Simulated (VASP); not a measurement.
A run of VASP 6.6.1 is set up as follows.

Contents of INCAR:

```
SYSTEM = B2O
PREC = Accurate ; ENCUT = 600
EDIFF = 1E-6 ; ISMEAR = 0
SIGMA = 0.05 ; LREAL = .FALSE.
LASPH = .TRUE. ; NELM = 100
ALGO = Normal ; ISIF = 4
LWAVE = .FALSE. ; LCHARG = .FALSE.
GGA = PE ; IBRION = 2
NSW = 60 ; EDIFFG = -0.015
```

The input KPOINTS:

```
regular mesh
0
G
  10 10 4
  0 0 0
```

The input POSCAR:

```
B2O
1.0
    2.8790007788      0.0000000000      0.0000000000
   -1.4395003894      2.4932878120      0.0000000000
    0.0000000000      0.0000000000      7.0519988716
B O
4 2
Direct
    0.0000000000      0.0000000000      0.3800000000
    0.0000000000      0.0000000000      0.6200000000
    0.6666666667      0.3333333333      0.0230000000
    0.3333333333      0.6666666667      0.9770000000
    0.6666666667      0.3333333333      0.3060000000
    0.3333333333      0.6666666667      0.6940000000
```

Potentials or basis: VASP PAW PBE potentials, release 64 (B, O).

Command:

```sh
$ cat potpaw_PBE.64/B/POTCAR potpaw_PBE.64/O/POTCAR > POTCAR
$ mpirun -np 1 vasp_std > vasp.out
```

**Question.** Predict the band gap on the k mesh.

**Answer.** Zero (bands 12 and 13 overlap by 4.27 eV).

The path:
```tsv
step	energy change (eV)	largest force (eV/Å)	pressure (GPa)	volume (Å³)
1	0.0000	0.1724	-19.26	50.62
2	-0.3699	0.6447	-18.49	50.62
3	-0.7144	3.0301	-8.79	50.62
4	-0.7735	2.2068	-13.28	50.62
5	-1.0555	2.0292	-8.88	50.62
6	-1.1492	2.1791	10.14	50.62
7	-1.3011	1.4416	-0.40	50.62
8	-1.5768	1.0122	0.89	50.62
9	-1.7571	0.7634	4.88	50.62
10	-1.7605	0.4244	4.03	50.62
11	-1.7610	0.4574	4.25	50.62
12	-1.7806	0.3970	4.74	50.62
13	-1.7812	0.2828	4.67	50.62
14	-1.7989	0.1804	4.23	50.62
15	-1.8240	0.2666	2.71	50.62
16	-1.8144	0.4180	3.01	50.62
17	-1.8262	0.1989	2.80	50.62
18	-1.8283	0.0639	3.74	50.62
19	-1.8284	0.0449	3.57	50.62
20	-1.8283	0.0560	3.68	50.62
21	-1.8284	0.0104	3.59	50.62
```

Caveat: a cell axis changed by over 15 % at a fixed basis, so the end point is rough.
